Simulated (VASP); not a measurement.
# CoO (Fm-3m) in VASP: notebook, part 2 of 2

VASP 6.6.1. Earlier steps stand in the parts before.

## 6. Single point, PBEsol+D4, collinear spin, ferromagnetic start

This run uses another cell than the first one, of 10.07 Å³/atom, 1.106 times its volume.

File INCAR:

```
PREC = Accurate
ENCUT = 600
EDIFF = 1E-6
ISMEAR = -1
SIGMA = 0.05
LREAL = F
LASPH = T
NELM = 200
ALGO = Normal
ISIF = 2
LWAVE = F
LCHARG = T
ISPIN = 2
MAGMOM = 2 0
LORBIT = 11
LMAXMIX = 4
GGA = PS
IVDW = 13
LELF = T
LVHAR = T
NBANDS = 22
GGA_COMPAT = F
```

File KPOINTS:

```
regular mesh
0
Gamma
  11 11 11
```

File POSCAR:

```
CoO
1.0
    0.0000000000      2.1595492692      2.1595492692
    2.1595492692      0.0000000000      2.1595492692
    2.1595492692      2.1595492692      0.0000000000
Co O
1 1
Direct
    0.0000000000      0.0000000000      0.0000000000
    0.5000000000      0.5000000000      0.5000000000
```

Potentials or basis: VASP PAW PBE potentials, release 64 (Co_sv, O).

On the command line:

```console
$ cat potpaw_PBE.64/Co_sv/POTCAR potpaw_PBE.64/O/POTCAR > POTCAR
$ mpirun -np 1 vasp_std > vasp.out
```

OUTCAR:

```text
PREC = Accurate
   ENCUT = 600
   EDIFF = 1E-6
   ISMEAR = -1
   LREAL = F
   LASPH = T
   NELM = 200
   ISIF = 2
   ISPIN = 2
   LORBIT = 11
   GGA = PS
   IVDW = 13

 ion  position               nearest neighbor table
   1  0.000  0.000  0.000-   2 2.16   2 2.16   2 2.16   2 2.16   2 2.16   2 2.16
   2  0.500  0.500  0.500-   1 2.16   1 2.16   1 2.16   1 2.16   1 2.16   1 2.16

  LATTYP: Found a face centered cubic cell.
 ALAT       =     4.3190985384

  Lattice vectors:

 A1 = (   0.0000000000,   2.1595492692,   2.1595492692)
 A2 = (   2.1595492692,   0.0000000000,   2.1595492692)
 A3 = (   2.1595492692,   2.1595492692,   0.0000000000)

Analysis of symmetry for initial positions (statically):
[... 25 lines left out ...]
The dynamic configuration has the point symmetry O_h .

Analysis of structural, dynamic, and magnetic symmetry:
=====================================================================
 Subroutine PRICEL returns:
[... 7 lines left out ...]
 out of a pool of 48 trial point group operations.

The overall configuration has the point symmetry O_h .

 Subroutine INISYM returns: Found 48 space group operations
[... 5 lines left out ...]
                                     Primitive cell

  volume of cell :      20.1428

  direct lattice vectors                    reciprocal lattice vectors
     0.000000000  2.159549269  2.159549269    -0.231529795  0.231529795  0.231529795
     2.159549269  0.000000000  2.159549269     0.231529795 -0.231529795  0.231529795
     2.159549269  2.159549269  0.000000000     0.231529795  0.231529795 -0.231529795

  length of vectors
     3.054063865  3.054063865  3.054063865     0.401021369  0.401021369  0.401021369

  position of ions in fractional coordinates (direct lattice)
     0.000000000  0.000000000  0.000000000
     0.500000000  0.500000000  0.500000000

  ion indices of the primitive-cell ions
   primitive index   ion index
                 1           1
                 2           2

----------------------------------------------------------------------------------------

 KPOINTS: regular mesh

Automatic generation of k-mesh.
 Grid dimensions read from file:
 generate k-points for:   11   11   11

 Generating k-lattice:

  Cartesian coordinates                     Fractional coordinates (reciprocal lattice)
    -0.021048163  0.021048163  0.021048163     0.090909091  0.000000000  0.000000000
     0.021048163 -0.021048163  0.021048163     0.000000000  0.090909091  0.000000000
     0.021048163  0.021048163 -0.021048163     0.000000000  0.000000000  0.090909091

  Length of vectors
     0.036456488  0.036456488  0.036456488

  Shift w.r.t. Gamma in fractional coordinates (k-lattice)
     0.000000000  0.000000000  0.000000000

 Subroutine IBZKPT returns following result:
 ===========================================

 Found     56 irreducible k-points:

 Following reciprocal coordinates:
            Coordinates               Weight
  0.000000  0.000000  0.000000      1.000000
  0.090909  0.000000  0.000000      8.000000
  0.181818  0.000000  0.000000      8.000000
  0.272727  0.000000  0.000000      8.000000
  0.363636  0.000000  0.000000      8.000000
  0.454545  0.000000  0.000000      8.000000
[... 16 lines left out ...]
 -0.272727  0.181818  0.000000     24.000000
 -0.181818  0.181818  0.000000     12.000000
 [... further k-points ...]
   k-points           NKPTS =     56   k-points in BZ     NKDIM =     56   number of bands    NBANDS=     22
   number of dos      NEDOS =    301   number of ions     NIONS =      2
   total plane-waves  NPLWV =  13824
   dimension x,y,z NGX =    24 NGY =   24 NGZ =   24
   dimension x,y,z NGXF=    48 NGYF=   48 NGZF=   48
   ions per type =               1   1
   NGX,Y,Z   is equivalent  to a cutoff of  13.06, 13.06, 13.06 a.u.
   NGXF,Y,Z  is equivalent  to a cutoff of  26.13, 26.13, 26.13 a.u.
 SYSTEM =  unknown system
   PREC   = accura    normal or accurate (medium, high low for compatibility)
   ISTART =      0    job   : 0-new  1-cont  2-samecut
   ICHARG =      2    charge: 1-file 2-atom 10-const
   ISPIN  =      2    spin polarized calculation?
   LNONCOLLINEAR =      F non collinear calculations
   LSORBIT =      F    spin-orbit coupling
   LASPH  =      T    aspherical Exc in radial PAW
   ENCUT  =  600.0 eV  44.10 Ry    6.64 a.u.   6.10  6.10  6.10*2*pi/ulx,y,z
   NELM   =    200;   NELMIN=  2; NELMDL= -5     # of ELM steps
   EDIFF  = 0.1E-05   stopping-criterion for ELM
   LREAL  =      F    real-space projection
   EDIFFG = 0.1E-04   stopping-criterion for IOM
   NSW    =      0    number of steps for IOM
   IBRION =     -1    ionic relax: 0-MD 1-quasi-New 2-CG
   NFREE  =      0    steps in history (QN), initial steepest desc. (CG)
   ISIF   =      2    stress and relaxation
   ISYM   =      2    0-nonsym 1-usesym 2-fastsym
   POTIM  = 0.5000    time-step for ionic-motion
   TEBEG  =    0.0;   TEEND  =   0.0 temperature during run
   PSTRESS=    0.0 pullay stress
   NELECT =      23.0000    total number of electrons
   NUPDOWN=      -1.0000    fix difference up-down
   EMIN   =  10.00;   EMAX   =-10.00  energy-range for DOS
   EFERMI =   0.00;   METHOD = LEGACY
   ISMEAR =    -1;   SIGMA  =   0.05  broadening in eV -4-tet -1-fermi 0-gaus
   EFERMI_NEDOS =   21; number of points for ismear=-14 and -15
   IALGO  =     38    algorithm
   IMIX   =      4    mixing-type and parameters
     AMIX     =   0.40;   BMIX     =  1.00
     AMIX_MAG =   1.60;   BMIX_MAG =  1.00
  volume/ion in A,a.u.               =      10.07        67.97
  Fermi-wavevector in a.u.,A,eV,Ry     =   1.711109  3.233527 39.836414  2.927894
  Thomas-Fermi vector in A             =   2.789284
   LORBIT       =     11    0 simple, 1 ext, 2 COOP (PROOUT), +10 PAW based schemes
   GGA     = PS    functional components
   LHFCALC =     F    Hartree Fock is set to
   AEXX    =    0.0000 exact exchange contribution
   IVDW    =    13    specifies the selected vdW correction
   LEPSILON=     F    determine dielectric tensor
   LRPA    =     F    only Hartree local field effects (RPA)
 spin polarized calculation
  energy-cutoff  :      600.00
  volume of cell :       20.14
 maximum number of plane-waves:       684
   NGX = 13   NGY = 13   NGZ = 13

 number of electron      22.9999981 magnetization       2.9891762

 Free energy of the ion-electron system (eV)
  ---------------------------------------------------
  ext. energy  EPLUGINS =         0.00000000
  ---------------------------------------------------
  free energy    TOTEN  =       -13.96659223 eV

  energy without entropy =      -13.93417046  energy(sigma->0) =      -13.95038134

 E-fermi :   8.2290     XC(G=0): -12.7106

 val. band max:        8.2253406704   @ k =  -0.4545   0.2727   0.0000
 cond. band min:       8.2365205115   @ k =  -0.1818   0.2727   0.0909
 fundamental gap:      0.0111798411
 Fermi energy:         8.2290388201

 spin component 1

 k-point     1 :       0.0000    0.0000    0.0000
  band No.  band energies     occupation
      1     -88.4337      1.00000
      2     -51.8113      1.00000
      3     -51.8113      1.00000
      4     -51.8113      1.00000
      5     -11.6773      1.00000
      6       4.9330      1.00000
[... 574 lines left out ...]
      6       1.7092      1.00000
[... 14 lines left out ...]
     21      35.0031      0.00000
     22      36.8026      0.00000

 [... further k-points ...]

 spin component 2

 k-point     1 :       0.0000    0.0000    0.0000
  band No.  band energies     occupation
      1     -85.3695      1.00000
      2     -48.8183      1.00000
      3     -48.8183      1.00000
      4     -48.8183      1.00000
      5     -11.1290      1.00000
      6       5.7424      1.00000
[... 574 lines left out ...]
      6       2.4768      1.00000
[... 14 lines left out ...]
     21      35.6154      0.00000
     22      37.3612      0.00000

 [... further k-points ...]

------------------------ aborting loop because EDIFF is reached ----------------------------------------

  DFT-D4 for vdW energy calculation

  Edisp (eV):   -0.30601

  FORCE on cell =-STRESS in cart. coord.  units (eV):
  Direction    XX          YY          ZZ          XY          YZ          ZX
  --------------------------------------------------------------------------------------
  -------------------------------------------------------------------------------------
  Total      -2.55797    -2.55797    -2.55797    -0.00000     0.00000     0.00000
  in kB    -203.46350  -203.46350  -203.46350    -0.00000     0.00000     0.00000
  external pressure =     -203.46 kB  Pullay stress =        0.00 kB

 VOLUME and BASIS-vectors are now :
 -----------------------------------------------------------------------------
  energy-cutoff  :      600.00
  volume of cell :       20.14
      direct lattice vectors                 reciprocal lattice vectors
     0.000000000  2.159549269  2.159549269    -0.231529795  0.231529795  0.231529795
     2.159549269  0.000000000  2.159549269     0.231529795 -0.231529795  0.231529795
     2.159549269  2.159549269  0.000000000     0.231529795  0.231529795 -0.231529795

 POSITION                                       TOTAL-FORCE (eV/Angst)
 -----------------------------------------------------------------------------------
      0.00000      0.00000      0.00000         0.000000      0.000000      0.000000
      2.15955      2.15955      2.15955         0.000000      0.000000      0.000000
 -----------------------------------------------------------------------------------
    total drift:                                0.000000     -0.000000     -0.000000

  FREE ENERGIE OF THE ION-ELECTRON SYSTEM (eV)
  ---------------------------------------------------
  free  energy   TOTEN  =       -14.2725979331 eV

  energy  without entropy=      -14.2401761591  energy(sigma->0) =      -14.25638705

 total charge

# of ion       s       p       d       tot
------------------------------------------
    1        2.139   6.055   6.648  14.842
    2        1.546   3.384   0.000   4.931
--------------------------------------------------
tot          3.685   9.439   6.648  19.773

 magnetization (x)

# of ion       s       p       d       tot
------------------------------------------
    1        0.013   0.009   2.533   2.555
    2        0.028   0.293   0.000   0.321
--------------------------------------------------
tot          0.041   0.302   2.533   2.876
```

It took 31 s on 1 thread of Intel Xeon Platinum 8375C at 2.90GHz (Ice Lake), shared host; peak memory 0.18 GiB.

What came out:

| Quantity | Value |
| --- | --- |
| Free energy | -14.2726 eV |
| Pressure | -20.3 GPa |
| Band gap on the k mesh | zero (filled and empty bands overlap) |
| Net moment | 2.99 μB per cell |
| Site moments | Co +2.56; O +0.32 μB |
| Valence electrons inside the program's atomic spheres | Co 14.84; O 4.93 |
| Dispersion energy per atom | -0.153 eV |

Caveat: the PAW data sets were made with another functional, which shifts forces and pressure a little; a cell with one magnetic atom can't hold antiferromagnetic order, which such compounds often take; semilocal functionals often make such compounds metallic where correlation or magnetic order opens a gap, which also shifts bond lengths; pairwise dispersion overbinds metals, which lowers pressure and volume.

## 7. Summary

| level | potentials or basis | spin | cell | cutoff (eV) | second run | gap on the mesh (eV) | pressure (GPa) | moment (μB) |
| --- | --- | --- | --- | --- | --- | --- | --- | --- |
| PBEsol | VASP PAW PBE potentials, release 64 (Co, O) | collinear, ferromagnetic start | a = 2.953 Å, angles 60.0°, 2 atoms | 520 | - | none | -1.2 | 2.78 |
| PBEsol | VASP PAW PBE potentials, release 64 (Co, O) | collinear, ferromagnetic start | a = 2.974 Å, angles 60.0°, 2 atoms | 520 | - | none | -5.2 | 2.84 |
| PBE | VASP PAW PBE potentials, release 64 (Co, O) | off | a = 3.014 Å, angles 60.0°, 2 atoms | 520 | - | none | -19.6 | - |
| PBE | VASP PAW PBE potentials, release 64 (Co, O) | collinear, ferromagnetic start | a = 3.014 Å, angles 60.0°, 2 atoms | 520 | - | none | -2.3 | 2.90 |
| PBEsol+D4 | VASP PAW PBE potentials, release 64 (Co_sv, O) | collinear, ferromagnetic start | a = 3.054 Å, angles 60.0°, 2 atoms | 600 | valence_matched | none | -20.3 | 2.99 |

Alike in all rows: task single point; k mesh 11 × 11 × 11; smearing fermi-dirac 0.05 eV.

Caveats: semilocal functionals often make such compounds metallic where correlation or magnetic order opens a gap, which also shifts bond lengths; a cell with one magnetic atom can't hold antiferromagnetic order, which such compounds often take (some runs); the PAW data sets were made with another functional, which shifts forces and pressure a little (some runs); an odd number of electrons without spin polarisation forces a metal (some runs); a magnetic or distorted state may lie lower (some runs); pairwise dispersion overbinds metals, which lowers pressure and volume (some runs).

Total energies depend on the potentials used, so only differences within one code and one set of settings carry meaning.
